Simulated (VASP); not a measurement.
A run of VASP 6.6.1 is set up as follows.

Contents of INCAR:

```
SYSTEM = Al
PREC = Accurate
ENCUT = 520
EDIFF = 1E-6
ISMEAR = -4
SIGMA = 0.1
LREAL = .False.
LASPH = .True.
NELM = 60
ALGO = Normal
ISIF = 2
LWAVE = .False.
LCHARG = .False.
NBANDS = 10
```

File KPOINTS:

```
regular mesh
0
Gamma
  15 15 8
  0 0 0
```

The input POSCAR:

```
Al
1.0
    2.2756526608      0.0000000000      0.0000000000
   -1.1378263304      1.9707730144      0.0000000000
    0.0000000000      0.0000000000      3.6986852954
Al
2
Direct
    0.3333333333      0.6666666667      0.2500000000
    0.6666666667      0.3333333333      0.7500000000
```

Potentials or basis: VASP PAW LDA potentials, release 64 (Al).

Run with:

```sh
$ cat potpaw_LDA.64/Al/POTCAR > POTCAR
$ mpirun -np 1 vasp_std > vasp.out
```

**Question.** Estimate the pressure.

**Answer.** 209.0 GPa.

**Question.** Estimate the band gap on the k mesh.

**Answer.** Zero (band 3 reaches 22.83 eV, above the bottom of band 4 at 13.00 eV).

Stress tensor (GPa, compression positive):
```
209.06   0.00   0.00
  0.00 209.06   0.00
  0.00   0.00 208.93
```
